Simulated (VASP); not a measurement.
# Al3Co2Ni (P4/mmm) in VASP: a series of runs

Al3Co2Ni is run at these levels: PBE; tasks: single point, relaxation of cell and atoms.

Everything below comes from runs of VASP 6.6.1. Logs are shortened: lines on timing, memory, paths and dates and some standing lists are left out, and cuts for length are marked.

### 1 The cell of the first run

The structure is tetragonal, space group P4/mmm (No. 123). The conventional cell has a = 2.880 Å, b = 2.880 Å, c = 8.557 Å, α = 90.00°, β = 90.00°, γ = 90.00°. Within 3.3 Å of Al (site symmetry 4mm) lie 4 Co at 2.47 Å and 4 Ni at 2.50 Å and 6 Al at 2.82 to 2.91 Å. Al (site symmetry 4/mmm) has 8 Co at 2.49 Å and 6 Al at 2.82 to 2.88 Å within 3.3 Å. Within 3.3 Å of Co (site symmetry 4mm) lie 8 Al at 2.47 to 2.49 Å and 1 Ni at 2.85 Å and 5 Co at 2.86 to 2.88 Å. Ni (site symmetry 4/mmm) has 8 Al at 2.50 Å and 2 Co at 2.85 Å and 4 Ni at 2.88 Å within 3.3 Å.

### 2 Single point, PBE, collinear spin, ferromagnetic start

INCAR

```
SYSTEM = Al3Co2Ni
ALGO = Normal
EDIFF = 1E-6
ENCUT = 600
GGA = PE
GGA_COMPAT = .False.
ISIF = 2
ISMEAR = 0
ISPIN = 2
LASPH = .True.
LCHARG = .True.
LELF = .True.
LMAXMIX = 4
LORBIT = 11
LREAL = .False.
LVHAR = .True.
LWAVE = .False.
MAGMOM = 0 0 0 -3 -3 -2
NBANDS = 32
NELM = 200
PREC = Accurate
SIGMA = 0.1
```

KPOINTS

```
k-points
0
Gamma
  6 6 2
  0 0 0
```

POSCAR

```
Al3Co2Ni
1.0
    2.8803062022      0.0000000000      0.0000000000
    0.0000000000      2.8803062022      0.0000000000
    0.0000000000      0.0000000000      8.5567234786
Al Co Ni
3 2 1
Direct
    0.5000000000      0.5000000000      0.8297160879
    0.5000000000      0.5000000000      0.5000000000
    0.5000000000      0.5000000000      0.1702839121
    0.0000000000      0.0000000000      0.6670222658
    0.0000000000      0.0000000000      0.3329777342
    0.0000000000      0.0000000000      0.0000000000
```

Potentials or basis: VASP PAW PBE potentials, release 64 (Al, Co, Ni).

Command:

```
$ cat potpaw_PBE.64/Al/POTCAR potpaw_PBE.64/Co/POTCAR potpaw_PBE.64/Ni/POTCAR > POTCAR
$ mpirun -np 1 vasp_std > vasp.out
```

OUTCAR:

```text
SYSTEM = Al3Co2Ni
   EDIFF = 1E-6
   ENCUT = 600
   GGA = PE
   ISIF = 2
   ISMEAR = 0
   ISPIN = 2
   LASPH = .True.
   LORBIT = 11
   LREAL = .False.
   NELM = 200
   PREC = Accurate

 ion  position               nearest neighbor table
   1  0.500  0.500  0.830-   4 2.47   4 2.47   4 2.47   4 2.47   6 2.50   6 2.50   6 2.50   6 2.50
                             2 2.82   3 2.91
   2  0.500  0.500  0.500-   4 2.49   5 2.49   4 2.49   5 2.49   4 2.49   5 2.49   4 2.49   5 2.49
                             1 2.82   3 2.82
   3  0.500  0.500  0.170-   5 2.47   5 2.47   5 2.47   5 2.47   6 2.50   6 2.50   6 2.50   6 2.50
                             2 2.82   1 2.91
   4  0.000  0.000  0.667-   1 2.47   1 2.47   1 2.47   1 2.47   2 2.49   2 2.49   2 2.49   2 2.49
                             6 2.85   5 2.86
   5  0.000  0.000  0.333-   3 2.47   3 2.47   3 2.47   3 2.47   2 2.49   2 2.49   2 2.49   2 2.49
                             6 2.85   4 2.86
   6  0.000  0.000  0.000-   1 2.50   3 2.50   1 2.50   3 2.50   1 2.50   3 2.50   1 2.50   3 2.50
                             4 2.85   5 2.85

  LATTYP: Found a simple tetragonal cell.
 ALAT       =     2.8803062022
 C/A-ratio  =     2.9707686884

  Lattice vectors:

 A1 = (   2.8803062022,   0.0000000000,   0.0000000000)
 A2 = (   0.0000000000,   2.8803062022,   0.0000000000)
 A3 = (   0.0000000000,   0.0000000000,   8.5567234786)

Analysis of symmetry for initial positions (statically):
=====================================================================
 Subroutine PRICEL returns:
 Original cell was already a primitive cell.

 Routine SETGRP: Setting up the symmetry group for a
 simple tetragonal supercell.

 Subroutine GETGRP returns: Found 16 space group operations
 (whereof 16 operations were pure point group operations)
 out of a pool of 16 trial point group operations.

The static configuration has the point symmetry D_4h.

Analysis of symmetry for dynamics (positions and initial velocities):
=====================================================================
 Subroutine PRICEL returns:
 Original cell was already a primitive cell.

 Routine SETGRP: Setting up the symmetry group for a
 simple tetragonal supercell.

 Subroutine GETGRP returns: Found 16 space group operations
 (whereof 16 operations were pure point group operations)
 out of a pool of 16 trial point group operations.

The dynamic configuration has the point symmetry D_4h.

Analysis of structural, dynamic, and magnetic symmetry:
=====================================================================
 Subroutine PRICEL returns:
 Original cell was already a primitive cell.

 Routine SETGRP: Setting up the symmetry group for a
 simple tetragonal supercell.

 Subroutine GETGRP returns: Found 16 space group operations
 (whereof 16 operations were pure point group operations)
 out of a pool of 16 trial point group operations.

The overall configuration has the point symmetry D_4h.

 Subroutine INISYM returns: Found 16 space group operations
 (whereof 16 operations are pure point group operations),
 and found     1 'primitive' translations

----------------------------------------------------------------------------------------

                                     Primitive cell

  volume of cell :      70.9880

  direct lattice vectors                    reciprocal lattice vectors
     2.880306202  0.000000000  0.000000000     0.347185309  0.000000000  0.000000000
     0.000000000  2.880306202  0.000000000     0.000000000  0.347185309  0.000000000
     0.000000000  0.000000000  8.556723479     0.000000000  0.000000000  0.116867163

  length of vectors
     2.880306202  2.880306202  8.556723479     0.347185309  0.347185309  0.116867163

  position of ions in fractional coordinates (direct lattice)
     0.500000000  0.500000000  0.829716088
     0.500000000  0.500000000  0.500000000
     0.500000000  0.500000000  0.170283912
     0.000000000  0.000000000  0.667022266
     0.000000000  0.000000000  0.332977734
     0.000000000  0.000000000  0.000000000

  ion indices of the primitive-cell ions
   primitive index   ion index
                 1           1
                 2           2
                 3           3
                 4           4
                 5           5
                 6           6

----------------------------------------------------------------------------------------

 KPOINTS: k-points

Automatic generation of k-mesh.
 Grid dimensions read from file:
 generate k-points for:    6    6    2

 Generating k-lattice:

  Cartesian coordinates                     Fractional coordinates (reciprocal lattice)
     0.057864218  0.000000000  0.000000000     0.166666667  0.000000000  0.000000000
     0.000000000  0.057864218  0.000000000     0.000000000  0.166666667  0.000000000
     0.000000000  0.000000000  0.058433582     0.000000000  0.000000000  0.500000000

  Length of vectors
     0.057864218  0.057864218  0.058433582

[... 79 lines left out ...]
  ---------------------------------------------------
  ext. energy  EPLUGINS =         0.00000000
  ---------------------------------------------------
  free energy    TOTEN  =       -34.46466899 eV

  energy without entropy =      -34.45079474  energy(sigma->0) =      -34.45773186

 E-fermi :  10.2822     XC(G=0): -12.1371

 val. band max:       10.2644847337   @ k =   0.3333   0.0000   0.0000
 cond. band min:      10.2839378931   @ k =   0.3333   0.3333   0.5000
 fundamental gap:      0.0194531594
 Fermi energy:        10.2821765545

 spin component 1

 k-point     1 :       0.0000    0.0000    0.0000
  band No.  band energies     occupation
      1      -0.7922      1.00000
      2       1.2361      1.00000
      3       1.2620      1.00000
      4       6.0720      1.00000
      5       6.1642      1.00000
      6       7.1348      1.00000
[... 22 lines left out ...]
     29      18.6602      0.00000
     30      18.8350      0.00000

 k-point     2 :       0.1667    0.0000    0.0000
  band No.  band energies     occupation
      1      -0.2811      1.00000
      2       1.7041      1.00000
      3       1.7309      1.00000
      4       6.3348      1.00000
      5       6.4126      1.00000
      6       7.0972      1.00000
[... 586 lines left out ...]
 k-point    20 :       0.5000    0.5000    0.5000
  band No.  band energies     occupation
      1       5.2337      1.00000
      2       5.3496      1.00000
      3       6.2876      1.00000
      4       6.2876      1.00000
      5       6.3563      1.00000
      6       7.0154      1.00000
[... 22 lines left out ...]
     29      15.3006      0.00000
     30      15.3006      0.00000
 Fermi energy:        10.2821765545

 spin component 2

 k-point     1 :       0.0000    0.0000    0.0000
  band No.  band energies     occupation
      1      -0.7717      1.00000
      2       1.2602      1.00000
      3       1.2798      1.00000
      4       6.0098      1.00000
      5       6.0107      1.00000
      6       7.0189      1.00000
[... 22 lines left out ...]
     29      18.6315      0.00000
     30      18.7147      0.00000

 k-point     2 :       0.1667    0.0000    0.0000
  band No.  band energies     occupation
      1      -0.2607      1.00000
      2       1.7282      1.00000
      3       1.7484      1.00000
      4       6.2607      1.00000
      5       6.2608      1.00000
      6       6.9442      1.00000
[... 586 lines left out ...]
 k-point    20 :       0.5000    0.5000    0.5000
  band No.  band energies     occupation
      1       5.1877      1.00000
      2       5.2847      1.00000
      3       6.2274      1.00000
      4       6.2274      1.00000
      5       6.2612      1.00000
      6       6.9592      1.00000
[... 22 lines left out ...]
     29      15.2173      0.00000
     30      15.2173      0.00000
 [bands above 30 left out]

------------------------ aborting loop because EDIFF is reached ----------------------------------------

  FORCE on cell =-STRESS in cart. coord.  units (eV):
  Direction    XX          YY          ZZ          XY          YZ          ZX
  --------------------------------------------------------------------------------------
  -------------------------------------------------------------------------------------
  Total       -0.0774881     -0.0774881     -0.0065833      0.0000000      0.0000000      0.0000000
  in kB       -1.7488841     -1.7488841     -0.1485820      0.0000000      0.0000000      0.0000000
  external PRESSURE =      -1.2154501 kB  Pullay stress =       0.0000000 kB

 VOLUME and BASIS-vectors are now :
 -----------------------------------------------------------------------------
  energy-cutoff  :      600.00
  volume of cell :       70.99
      direct lattice vectors                 reciprocal lattice vectors
     2.880306202  0.000000000  0.000000000     0.347185309  0.000000000  0.000000000
     0.000000000  2.880306202  0.000000000     0.000000000  0.347185309  0.000000000
     0.000000000  0.000000000  8.556723479     0.000000000  0.000000000  0.116867163

 POSITION                                       TOTAL-FORCE (eV/Angst)
 -----------------------------------------------------------------------------------
      1.44015      1.44015      7.09965         0.000000      0.000000      0.005019
      1.44015      1.44015      4.27836         0.000000      0.000000      0.000000
      1.44015      1.44015      1.45707         0.000000     -0.000000     -0.005019
      0.00000      0.00000      5.70753        -0.000000     -0.000000     -0.008111
      0.00000      0.00000      2.84920         0.000000     -0.000000      0.008111
      0.00000      0.00000      0.00000         0.000000      0.000000      0.000000
 -----------------------------------------------------------------------------------
    total drift:                               -0.000000      0.000000      0.000000

  FREE ENERGIE OF THE ION-ELECTRON SYSTEM (eV)
  ---------------------------------------------------
  free  energy   TOTEN  =       -34.4646689880 eV

  energy  without entropy=      -34.4507947412  energy(sigma->0) =      -34.45773186

 total charge

# of ion       s       p       d       tot
------------------------------------------
    1        0.389   0.419   0.000   0.808
    2        0.390   0.422   0.000   0.812
    3        0.389   0.419   0.000   0.808
    4        0.435   0.491   7.504   8.430
    5        0.435   0.491   7.504   8.430
    6        0.474   0.509   8.459   9.443
--------------------------------------------------
tot          2.514   2.750  23.467  28.731

 magnetization (x)

# of ion       s       p       d       tot
------------------------------------------
    1        0.002   0.003   0.000   0.006
    2        0.003   0.007   0.000   0.010
    3        0.002   0.003   0.000   0.006
    4       -0.006   0.007  -0.464  -0.463
    5       -0.006   0.007  -0.464  -0.463
    6       -0.001  -0.001  -0.057  -0.058
--------------------------------------------------
tot         -0.006   0.027  -0.984  -0.963
```

Wall time 3.2 min (1 thread of Oxide Virtual Turin-like, shared host); peak memory 0.24 GiB.

What came out:

| Quantity | Value |
| --- | --- |
| Free energy | -34.4647 eV |
| Pressure | -0.1 GPa |
| Largest force | 0.008 eV/Å |
| Net moment | -0.88 μB per cell |
| Site moments | Al +0.01; Co -0.46; Ni -0.06 μB |
| Valence electrons inside the program's atomic spheres | Al 0.81; Co 8.43; Ni 9.44 |

Forces on the atoms (eV/Å):
```
Al   0.000  0.000  0.005
Al   0.000  0.000  0.000
Al   0.000  0.000 -0.005
Co   0.000  0.000 -0.008
Co   0.000  0.000  0.008
Ni   0.000  0.000  0.000
```

Caveat: the k points lie up to 0.37 Å⁻¹ apart.

### 3 Single point, PBE, collinear spin, ferromagnetic start

This run uses another cell than the first one, of 12.97 Å³/atom.

INCAR

```
SYSTEM = Al3Co2Ni
  ALGO = Normal
  EDIFF = 1E-6
  ENCUT = 600
  GGA = PE
  GGA_COMPAT = .FALSE.
  ISIF = 2
  ISMEAR = 0
  ISPIN = 2
  LASPH = .TRUE.
  LCHARG = .FALSE.
  LMAXMIX = 4
  LORBIT = 11
  LREAL = .FALSE.
  LWAVE = .FALSE.
  MAGMOM = 0 0 0 -3 -3 -2
  NBANDS = 32
  NELM = 200
  PREC = Accurate
  SIGMA = 0.1
```

KPOINTS

```
k-points
0
G
  6 6 2
  0 0 0
```

POSCAR

```
Al3Co2Ni
1.0
    2.9603967700      0.0000000000      0.0000000000
    0.0000000000      2.9603967700      0.0000000000
    0.0000000000      0.0000000000      8.8811903100
Al Co Ni
3 2 1
Direct
    0.5000000000      0.5000000000      0.8333333300
    0.5000000000      0.5000000000      0.5000000000
    0.5000000000      0.5000000000      0.1666666700
    0.0000000000      0.0000000000      0.6666666700
    0.0000000000      0.0000000000      0.3333333300
    0.0000000000      0.0000000000      0.0000000000
```

Potentials or basis: VASP PAW PBE potentials, release 64 (Al, Co, Ni).

Command:

```
$ cat potpaw_PBE.64/Al/POTCAR potpaw_PBE.64/Co/POTCAR potpaw_PBE.64/Ni/POTCAR > POTCAR
$ mpirun -np 1 vasp_std > vasp.out
```

It took 3.6 min on 1 thread of Oxide Virtual Turin-like, shared host; peak memory 0.25 GiB.

Results (log left out):

* Free energy: -34.1475 eV
* Pressure: -13.0 GPa
* Largest force: 0.393 eV/Å
* Net moment: -0.84 μB per cell
* Site moments: Al +0.01; Co -0.48; Ni -0.04 μB
* Valence electrons inside the program's atomic spheres: Al 0.76, 0.77 (each value once); Co 8.26; Ni 9.32

Forces on the atoms (eV/Å):
```
Al   0.000  0.000 -0.393
Al   0.000  0.000  0.000
Al   0.000  0.000  0.393
Co   0.000  0.000  0.118
Co   0.000  0.000 -0.118
Ni   0.000  0.000  0.000
```

Stress tensor (GPa, compression positive):
```
-12.58   0.00   0.00
  0.00 -12.58   0.00
  0.00   0.00 -13.75
```

Levels at points of the mesh, in eV from the Fermi level:
Spin up:
```
           k point  band 15  band 16  band 17  band 18  band 19  band 20  band 21  band 22
(0.00, 0.00, 0.00)    -0.66    -0.66    -0.48    -0.43     0.18     0.81     5.29     5.29
(0.50, 0.00, 0.00)    -1.22    -1.12    -0.92    -0.77    -0.55     0.44     0.53     3.22
(0.50, 0.50, 0.00)    -0.66     0.30     0.31     0.90     0.90     0.93     0.93     1.60
(0.00, 0.00, 0.50)    -0.74    -0.74    -0.48    -0.43     0.15     2.52     2.66     5.84
(0.50, 0.00, 0.50)    -1.23    -1.12    -0.87    -0.76    -0.60     0.30     0.56     2.02
(0.50, 0.50, 0.50)    -0.46    -0.46    -0.14     0.30     0.31     1.75     2.22     2.27
```
Spin down:
| k point | band 16 | band 17 | band 18 | band 19 | band 20 | band 21 | band 22 | band 23 |
| --- | --- | --- | --- | --- | --- | --- | --- | --- |
| (0.00, 0.00, 0.00) | -0.94 | -0.76 | -0.72 | -0.12 | 0.22 | 5.33 | 5.33 | 5.34 |
| (0.50, 0.00, 0.00) | -1.38 | -1.21 | -0.84 | -0.83 | -0.32 | -0.22 | 3.14 | 3.35 |
| (0.50, 0.50, 0.00) | -0.54 | -0.52 | 0.85 | 0.85 | 0.90 | 0.90 | 1.52 | 2.07 |
| (0.00, 0.00, 0.50) | -1.03 | -0.77 | -0.72 | -0.40 | 2.44 | 2.47 | 5.86 | 5.86 |
| (0.50, 0.00, 0.50) | -1.37 | -1.13 | -0.90 | -0.89 | -0.42 | -0.19 | 1.72 | 2.50 |
| (0.50, 0.50, 0.50) | -0.64 | -0.64 | -0.54 | -0.52 | 1.55 | 1.99 | 2.25 | 2.30 |

Caveat: the cell stands under tension.

### 4 Relaxation of cell and atoms, PBE, collinear spin, ferromagnetic start

This run uses another cell than the first one, of 12.97 Å³/atom.

INCAR

```
PREC = Accurate
ENCUT = 600
EDIFF = 1E-7
ISMEAR = 0
SIGMA = 0.1
LREAL = False
LASPH = True
NELM = 200
ALGO = Normal
ISIF = 3
LWAVE = False
LCHARG = False
ISPIN = 2
MAGMOM = 0 0 0 -3 -3 -2
LORBIT = 11
LMAXMIX = 4
GGA = PE
IBRION = 2
NSW = 90
EDIFFG = -0.04
GGA_COMPAT = False
NELMIN = 4
```

KPOINTS

```
Automatic mesh
0
Gamma
  6 6 2
```

POSCAR is that of step 3.

Command:

```
$ cat potpaw_PBE.64/Al/POTCAR potpaw_PBE.64/Co/POTCAR potpaw_PBE.64/Ni/POTCAR > POTCAR
$ mpirun -np 1 vasp_std > vasp.out
```

It took 16 min on 1 thread of Oxide Virtual Turin-like, shared host; peak memory 0.26 GiB.

It converged, with:

```
Free energy                                           : -34.4589 eV
Relaxed volume                                        : 11.79 Å³/atom
Relaxed cell                                          : a = 2.839 Å, b = 2.839 Å, c = 8.781 Å, α = 90.00°, β = 90.00°, γ = 90.00°
Space group after relaxing (to 0.1 Å)                 : P4/mmm (No. 123)
Energy gained by relaxing                             : 51.9 meV/atom
Ionic steps                                           : 10
Pressure after relaxing                               : -0.1 GPa
Largest force after relaxing                          : 0.026 eV/Å
Net moment                                            : 0.00 μB per cell
Valence electrons inside the program's atomic spheres : Al 0.81; Co 8.44; Ni 9.46
```

Forces on the atoms (eV/Å):
```
Al   0.000  0.000 -0.014
Al   0.000  0.000  0.000
Al   0.000  0.000  0.014
Co   0.000  0.000 -0.026
Co   0.000  0.000  0.026
Ni   0.000  0.000  0.000
```

The path:
```tsv
step	energy change (eV)	largest force (eV/Å)	pressure (GPa)	volume (Å³)
1	0.0000	0.3931	-12.95	77.83
2	-0.1493	0.0751	11.71	66.61
3	-0.2922	0.1133	-0.67	71.00
4	-0.2928	0.1058	-0.06	70.75
5	-0.2927	0.1018	0.27	70.61
6	-0.3016	0.0529	0.57	70.49
7	-0.3083	0.0942	1.16	70.26
8	-0.3091	0.0470	-1.29	71.28
9	-0.3109	0.0684	-0.18	70.81
10	-0.3114	0.0263	-0.10	70.76
```

Final structure:
```
CELL_PARAMETERS angstrom
2.83885 0.00000 0.00000
0.00000 2.83885 0.00000
0.00000 0.00000 8.78074
ATOMIC_POSITIONS crystal
Al 0.50000 0.50000 0.83041
Al 0.50000 0.50000 0.50000
Al 0.50000 0.50000 0.16959
Co 0.00000 0.00000 0.66617
Co 0.00000 0.00000 0.33383
Ni 0.00000 0.00000 0.00000
```

Levels at points of the mesh, in eV from the Fermi level:
Spin up:
```csv
k point,band 17,band 18,band 19,band 20,band 21,band 22
"(0.00, 0.00, 0.00)",-0.74,-0.70,-0.10,0.40,5.02,6.10
"(0.50, 0.00, 0.00)",-1.22,-0.83,-0.73,0.05,0.19,3.20
"(0.50, 0.50, 0.00)",-0.16,0.84,0.84,0.91,0.91,1.92
"(0.00, 0.00, 0.50)",-0.74,-0.70,-0.26,2.32,2.35,6.71
"(0.50, 0.00, 0.50)",-1.15,-0.88,-0.79,-0.08,0.23,1.99
"(0.50, 0.50, 0.50)",-0.49,-0.17,-0.16,2.04,2.17,2.25
```
Spin down:
```csv
k point,band 17,band 18,band 19,band 20,band 21,band 22
"(0.00, 0.00, 0.00)",-0.74,-0.70,-0.10,0.40,5.02,6.10
"(0.50, 0.00, 0.00)",-1.22,-0.83,-0.73,0.05,0.19,3.20
"(0.50, 0.50, 0.00)",-0.16,0.84,0.84,0.91,0.91,1.92
"(0.00, 0.00, 0.50)",-0.74,-0.70,-0.26,2.32,2.35,6.71
"(0.50, 0.00, 0.50)",-1.15,-0.88,-0.79,-0.08,0.23,1.99
"(0.50, 0.50, 0.50)",-0.49,-0.17,-0.16,2.04,2.17,2.25
```

Caveat: the moments typed at the start vanished in this run.
